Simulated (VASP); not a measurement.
# Sn3Se (Fm-3m) in VASP: a series of runs

The runs below take Sn3Se through single point, with PBE+D3(BJ).

Program: VASP 6.6.1. These are calculated values, not measurements. Logs are shortened: lines on timing, memory, paths and dates and some standing lists are left out, and cuts for length are marked.

**1. The cell of the first run**

It takes space group Fm-3m (No. 225, cubic). Conventional cell: a = 7.466 Å, b = 7.466 Å, c = 7.466 Å, α = 90.00°, β = 90.00°, γ = 90.00°. Within 4.3 Å of Sn (site symmetry -43m) lie 10 Sn at 3.23 to 3.73 Å and 4 Se at 3.23 Å. Within 4.3 Å of Sn (site symmetry m-3m) lie 8 Sn at 3.23 Å and 6 Se at 3.73 Å. Within 4.3 Å of Se (site symmetry m-3m) lie 14 Sn at 3.23 to 3.73 Å.

**2. Single point, PBE+D3(BJ)**

The input, INCAR:

```
PREC     = Accurate       # precision mode
ENCUT    = 500            # plane-wave cutoff, eV
EDIFF    = 1E-6           # SCF threshold, eV
ISMEAR   = 0              # smearing method
SIGMA    = 0.1            # smearing width, eV
LREAL    = False          # projectors in reciprocal space
LASPH    = True           # aspherical terms in the spheres
NELM     = 120            # most SCF steps
ALGO     = Normal         # electronic algorithm
ISIF     = 2              # what is computed and relaxed
LWAVE    = False          # write WAVECAR
LCHARG   = False          # write CHGCAR
GGA      = PE             # functional
IVDW     = 12             # dispersion correction
NBANDS   = 32             # bands
GGA_COMPAT= False
```

The input, KPOINTS:

```
Automatic mesh
0
Gamma
  4 4 4
```

The input, POSCAR:

```
Sn3Se
1.0
    0.0000000000      3.7331380000      3.7331380000
    3.7331380000      0.0000000000      3.7331380000
    3.7331380000      3.7331380000      0.0000000000
Sn Se
3 1
Direct
    0.2500000000      0.2500000000      0.2500000000
    0.7500000000      0.7500000000      0.7500000000
    0.5000000000      0.5000000000      0.5000000000
    0.0000000000      0.0000000000      0.0000000000
```

Potentials or basis: VASP PAW PBE potentials, release 64 (Sn_d, Se).

The run is started by

```
cat potpaw_PBE.64/Sn_d/POTCAR potpaw_PBE.64/Se/POTCAR > POTCAR
mpirun -np 1 vasp_std > vasp.out
```

OUTCAR:

```text
PREC = Accurate
   ENCUT = 500
   EDIFF = 1E-6
   ISMEAR = 0
   LREAL = False
   LASPH = True
   NELM = 120
   ISIF = 2
   GGA = PE
   IVDW = 12
 IVDW          = 12

 ion  position               nearest neighbor table
   1  0.250  0.250  0.250-   4 3.23   4 3.23   4 3.23   3 3.23   3 3.23   3 3.23   4 3.23   3 3.23
                             2 3.73   2 3.73   2 3.73   2 3.73   2 3.73   2 3.73
   2  0.750  0.750  0.750-   3 3.23   3 3.23   3 3.23   4 3.23   4 3.23   4 3.23   4 3.23   3 3.23
                             1 3.73   1 3.73   1 3.73   1 3.73   1 3.73   1 3.73
   3  0.500  0.500  0.500-   1 3.23   1 3.23   1 3.23   2 3.23   2 3.23   2 3.23   2 3.23   1 3.23

   4  0.000  0.000  0.000-   2 3.23   2 3.23   2 3.23   1 3.23   1 3.23   1 3.23   2 3.23   1 3.23

  LATTYP: Found a face centered cubic cell.
 ALAT       =     7.4662760000

  Lattice vectors:

 A1 = (   0.0000000000,   3.7331380000,   3.7331380000)
 A2 = (   3.7331380000,   0.0000000000,   3.7331380000)
 A3 = (   3.7331380000,   3.7331380000,   0.0000000000)

Analysis of symmetry for initial positions (statically):
=====================================================================
 Subroutine PRICEL returns:
 Original cell was already a primitive cell.

 Routine SETGRP: Setting up the symmetry group for a
 face centered cubic supercell.

 Subroutine GETGRP returns: Found 48 space group operations
 (whereof 48 operations were pure point group operations)
 out of a pool of 48 trial point group operations.

The static configuration has the point symmetry O_h .

Analysis of symmetry for dynamics (positions and initial velocities):
=====================================================================
 Subroutine PRICEL returns:
 Original cell was already a primitive cell.

 Routine SETGRP: Setting up the symmetry group for a
 face centered cubic supercell.

 Subroutine GETGRP returns: Found 48 space group operations
 (whereof 48 operations were pure point group operations)
 out of a pool of 48 trial point group operations.

The dynamic configuration has the point symmetry O_h .

 Subroutine INISYM returns: Found 48 space group operations
 (whereof 48 operations are pure point group operations),
 and found     1 'primitive' translations

----------------------------------------------------------------------------------------

                                     Primitive cell

  volume of cell :     104.0524

  direct lattice vectors                    reciprocal lattice vectors
     0.000000000  3.733138000  3.733138000    -0.133935579  0.133935579  0.133935579
     3.733138000  0.000000000  3.733138000     0.133935579 -0.133935579  0.133935579
     3.733138000  3.733138000  0.000000000     0.133935579  0.133935579 -0.133935579

  length of vectors
     5.279454390  5.279454390  5.279454390     0.231983228  0.231983228  0.231983228

  position of ions in fractional coordinates (direct lattice)
     0.250000000  0.250000000  0.250000000
     0.750000000  0.750000000  0.750000000
     0.500000000  0.500000000  0.500000000
     0.000000000  0.000000000  0.000000000

  ion indices of the primitive-cell ions
   primitive index   ion index
                 1           1
                 2           2
                 3           3
                 4           4

----------------------------------------------------------------------------------------

 KPOINTS: Automatic mesh

Automatic generation of k-mesh.
 Grid dimensions read from file:
 generate k-points for:    4    4    4

 Generating k-lattice:

  Cartesian coordinates                     Fractional coordinates (reciprocal lattice)
    -0.033483895  0.033483895  0.033483895     0.250000000  0.000000000  0.000000000
     0.033483895 -0.033483895  0.033483895     0.000000000  0.250000000  0.000000000
     0.033483895  0.033483895 -0.033483895     0.000000000  0.000000000  0.250000000

  Length of vectors
     0.057995807  0.057995807  0.057995807

  Shift w.r.t. Gamma in fractional coordinates (k-lattice)
     0.000000000  0.000000000  0.000000000

 Subroutine IBZKPT returns following result:
 ===========================================

 Found      8 irreducible k-points:

 Following reciprocal coordinates:
            Coordinates               Weight
  0.000000  0.000000  0.000000      1.000000
  0.250000  0.000000  0.000000      8.000000
  0.500000  0.000000  0.000000      4.000000
  0.250000  0.250000  0.000000      6.000000
  0.500000  0.250000  0.000000     24.000000
 -0.250000  0.250000  0.000000     12.000000
  0.500000  0.500000  0.000000      3.000000
 -0.250000  0.500000  0.250000      6.000000
   k-points           NKPTS =      8   k-points in BZ     NKDIM =      8   number of bands    NBANDS=     32
   number of dos      NEDOS =    301   number of ions     NIONS =      4
   total plane-waves  NPLWV =  64000
   dimension x,y,z NGX =    40 NGY =   40 NGZ =   40
   dimension x,y,z NGXF=    80 NGYF=   80 NGZF=   80
   ions per type =               3   1
   NGX,Y,Z   is equivalent  to a cutoff of  12.60, 12.60, 12.60 a.u.
   NGXF,Y,Z  is equivalent  to a cutoff of  25.19, 25.19, 25.19 a.u.
 SYSTEM =  unknown system
   PREC   = accura    normal or accurate (medium, high low for compatibility)
   ISTART =      0    job   : 0-new  1-cont  2-samecut
   ICHARG =      2    charge: 1-file 2-atom 10-const
   ISPIN  =      1    spin polarized calculation?
   LNONCOLLINEAR =      F non collinear calculations
   LSORBIT =      F    spin-orbit coupling
   LASPH  =      T    aspherical Exc in radial PAW
   ENCUT  =  500.0 eV  36.75 Ry    6.06 a.u.   9.63  9.63  9.63*2*pi/ulx,y,z
   NELM   =    120;   NELMIN=  2; NELMDL= -5     # of ELM steps
   EDIFF  = 0.1E-05   stopping-criterion for ELM
   LREAL  =      F    real-space projection
   EDIFFG = 0.1E-04   stopping-criterion for IOM
   NSW    =      0    number of steps for IOM
   IBRION =     -1    ionic relax: 0-MD 1-quasi-New 2-CG
   NFREE  =      0    steps in history (QN), initial steepest desc. (CG)
   ISIF   =      2    stress and relaxation
   ISYM   =      2    0-nonsym 1-usesym 2-fastsym
   POTIM  = 0.5000    time-step for ionic-motion
   TEBEG  =    0.0;   TEEND  =   0.0 temperature during run
   PSTRESS=    0.0 pullay stress
   NELECT =      48.0000    total number of electrons
   NUPDOWN=      -1.0000    fix difference up-down
   EMIN   =  10.00;   EMAX   =-10.00  energy-range for DOS
   EFERMI =   0.00;   METHOD = LEGACY
   ISMEAR =     0;   SIGMA  =   0.10  broadening in eV -4-tet -1-fermi 0-gaus
   EFERMI_NEDOS =   21; number of points for ismear=-14 and -15
   IALGO  =     38    algorithm
   IMIX   =      4    mixing-type and parameters
     AMIX     =   0.40;   BMIX     =  1.00
     AMIX_MAG =   1.60;   BMIX_MAG =  1.00
  volume/ion in A,a.u.               =      26.01       175.55
  Fermi-wavevector in a.u.,A,eV,Ry     =   1.264944  2.390397 21.770445  1.600083
  Thomas-Fermi vector in A             =   2.398223
   LORBIT       =      0    0 simple, 1 ext, 2 COOP (PROOUT), +10 PAW based schemes
   GGA     = PE    functional components
   LHFCALC =     F    Hartree Fock is set to
   AEXX    =    0.0000 exact exchange contribution
   IVDW    =    12    specifies the selected vdW correction
   LEPSILON=     F    determine dielectric tensor
   LRPA    =     F    only Hartree local field effects (RPA)
 non-spin polarized calculation
 Gauss-broadening in eV      SIGMA  =   0.10
  energy-cutoff  :      500.00
  volume of cell :      104.05
 maximum number of plane-waves:      2685
 NGX is ok and might be reduce to    40
   NGX = 19   NGY = 19   NGZ = 19

 number of electron      48.0000025 magnetization

 Free energy of the ion-electron system (eV)
  ---------------------------------------------------
  ext. energy  EPLUGINS =         0.00000000
  ---------------------------------------------------
  free energy    TOTEN  =       -14.73525372 eV

  energy without entropy =      -14.70840341  energy(sigma->0) =      -14.72182856

 E-fermi :   7.4323     XC(G=0): -10.2941

 val. band max:        7.3040777087   @ k =  -0.2500   0.2500   0.0000
 cond. band min:       7.4769538862   @ k =   0.2500   0.0000   0.0000
 fundamental gap:      0.1728761775
 Fermi energy:         7.4323199948

 k-point     1 :       0.0000    0.0000    0.0000
  band No.  band energies     occupation
      1     -14.4039      2.00000
      2     -14.4039      2.00000
      3     -14.3730      2.00000
      4     -14.3730      2.00000
      5     -14.3730      2.00000
      6     -14.3644      2.00000
[... 24 lines left out ...]
     31      13.7812      0.00000
     32      13.7812      0.00000

 k-point     2 :       0.2500    0.0000    0.0000
  band No.  band energies     occupation
      1     -14.3902      2.00000
      2     -14.3902      2.00000
      3     -14.3898      2.00000
      4     -14.3860      2.00000
      5     -14.3860      2.00000
      6     -14.3518      2.00000
[... 24 lines left out ...]
     31      12.4676      0.00000
     32      13.3370      0.00000

 k-point     3 :       0.5000    0.0000    0.0000
  band No.  band energies     occupation
      1     -14.4003      2.00000
      2     -14.4003      2.00000
      3     -14.3772      2.00000
      4     -14.3523      2.00000
      5     -14.3523      2.00000
      6     -14.3473      2.00000
[... 24 lines left out ...]
     31      12.9760      0.00000
     32      16.3332      0.00000

 k-point     4 :       0.2500    0.2500    0.0000
  band No.  band energies     occupation
      1     -14.3996      2.00000
      2     -14.3996      2.00000
      3     -14.3931      2.00000
      4     -14.3796      2.00000
      5     -14.3633      2.00000
      6     -14.3601      2.00000
[... 24 lines left out ...]
     31      12.2049      0.00000
     32      12.2049      0.00000

 k-point     5 :       0.5000    0.2500    0.0000
  band No.  band energies     occupation
      1     -14.4035      2.00000
      2     -14.3973      2.00000
      3     -14.3777      2.00000
      4     -14.3722      2.00000
      5     -14.3684      2.00000
      6     -14.3501      2.00000
[... 24 lines left out ...]
     31      12.4761      0.00000
     32      14.1550      0.00000

 k-point     6 :      -0.2500    0.2500    0.0000
  band No.  band energies     occupation
      1     -14.4015      2.00000
      2     -14.3930      2.00000
      3     -14.3826      2.00000
      4     -14.3764      2.00000
      5     -14.3617      2.00000
      6     -14.3504      2.00000
[... 24 lines left out ...]
     31      12.7433      0.00000
     32      14.6101      0.00000

 k-point     7 :       0.5000    0.5000    0.0000
  band No.  band energies     occupation
      1     -14.4056      2.00000
      2     -14.4056      2.00000
      3     -14.3826      2.00000
      4     -14.3811      2.00000
      5     -14.3694      2.00000
      6     -14.3455      2.00000
[... 24 lines left out ...]
     31      12.5209      0.00000
     32      13.4211      0.00000

 k-point     8 :      -0.2500    0.5000    0.2500
  band No.  band energies     occupation
      1     -14.4001      2.00000
      2     -14.3899      2.00000
      3     -14.3899      2.00000
      4     -14.3680      2.00000
      5     -14.3612      2.00000
      6     -14.3603      2.00000
[... 24 lines left out ...]
     31      11.8074      0.00000
     32      14.9946      0.00000

------------------------ aborting loop because EDIFF is reached ----------------------------------------

 Edisp (eV)   -1.54553

 E8    (eV) :    -0.7187

  FORCE on cell =-STRESS in cart. coord.  units (eV):
  Direction    XX          YY          ZZ          XY          YZ          ZX
  --------------------------------------------------------------------------------------
  -------------------------------------------------------------------------------------
  Total      -2.00134    -2.00134    -2.00134    -0.00000     0.00000    -0.00000
  in kB     -30.81627   -30.81627   -30.81627    -0.00000     0.00000    -0.00000
  external pressure =      -30.82 kB  Pullay stress =        0.00 kB

 VOLUME and BASIS-vectors are now :
 -----------------------------------------------------------------------------
  energy-cutoff  :      500.00
  volume of cell :      104.05
      direct lattice vectors                 reciprocal lattice vectors
     0.000000000  3.733138000  3.733138000    -0.133935579  0.133935579  0.133935579
     3.733138000  0.000000000  3.733138000     0.133935579 -0.133935579  0.133935579
     3.733138000  3.733138000  0.000000000     0.133935579  0.133935579 -0.133935579

 POSITION                                       TOTAL-FORCE (eV/Angst)
 -----------------------------------------------------------------------------------
      1.86657      1.86657      1.86657        -0.000000     -0.000000     -0.000000
      5.59971      5.59971      5.59971         0.000000      0.000000      0.000000
      3.73314      3.73314      3.73314        -0.000000     -0.000000     -0.000000
      0.00000      0.00000      0.00000        -0.000000     -0.000000     -0.000000
 -----------------------------------------------------------------------------------
    total drift:                               -0.000000     -0.000000      0.000000

  FREE ENERGIE OF THE ION-ELECTRON SYSTEM (eV)
  ---------------------------------------------------
  free  energy   TOTEN  =       -16.2807846640 eV

  energy  without entropy=      -16.2539343525  energy(sigma->0) =      -16.26735951
```

Run time: 54 s. Hardware: 1 thread of Intel Xeon 8259CL, shared host; peak memory 0.21 GiB.

What came out:

| Property | Result |
| --- | --- |
| Free energy | -16.2808 eV |
| Pressure | -3.1 GPa |
| Band gap on the k mesh | zero (bands 24 and 25 overlap by 2.15 eV) |
| Dispersion energy per atom | -0.386 eV |

Caveat: the k points lie up to 0.36 Å⁻¹ apart, too coarse for converged energies and pressures of a metal; spin-orbit coupling is left out, which moves the levels of the heavy elements.

**3. Single point, PBE+D3(BJ)**

This run uses another cell than the first one, of 24.76 Å³/atom.

The input, INCAR:

```
SYSTEM = Sn3Se
PREC = Accurate ; ENCUT = 500
EDIFF = 1E-6 ; ISMEAR = 0
SIGMA = 0.15 ; LREAL = .False.
LASPH = .True. ; NELM = 120
ALGO = Normal ; ISIF = 2
LWAVE = .False. ; LCHARG = .False.
GGA = PE ; IVDW = 12
NBANDS = 32 ; GGA_COMPAT = .False.
```

The input, KPOINTS:

```
Automatic mesh
0
Gamma
  8 8 8
  0 0 0
```

The input, POSCAR:

```
Sn3Se
1.0
    0.0000000000      3.6720508526      3.6720508526
    3.6720508526      0.0000000000      3.6720508526
    3.6720508526      3.6720508526      0.0000000000
Sn Se
3 1
Direct
    0.2500000000      0.2500000000      0.2500000000
    0.7500000000      0.7500000000      0.7500000000
    0.5000000000      0.5000000000      0.5000000000
    0.0000000000      0.0000000000      0.0000000000
```

Potentials or basis: VASP PAW PBE potentials, release 64 (Sn_d, Se).

The run is started by

```
cat potpaw_PBE.64/Sn_d/POTCAR potpaw_PBE.64/Se/POTCAR > POTCAR
mpirun -np 1 vasp_std > vasp.out
```

It took 3.2 min on 1 thread of Intel Xeon 8259CL, shared host; peak memory 0.25 GiB.

Results (log left out):

```yaml
Free_energy: -16.4989 eV
Pressure: 0.0 GPa
Band_gap_on_the_k_mesh: zero (bands 24 and 25 overlap by 2.32 eV)
Dispersion_energy_per_atom: -0.406 eV
```

Levels at points of the mesh, in eV from the Fermi level:
```tsv
k point	band 22	band 23	band 24	band 25	band 26	band 27
(0.00, 0.00, 0.00)	-2.65	-1.45	-1.45	-1.45	-0.65	-0.65
(0.50, 0.00, 0.00)	-2.34	-2.34	-0.84	0.44	2.15	2.15
(0.50, 0.50, 0.00)	-0.29	0.45	0.45	1.10	2.81	2.81
```

Caveat: spin-orbit coupling is left out, which moves the levels of the heavy elements.

The gap in the log of VASP goes by the Fermi energy; the results here count the filled bands.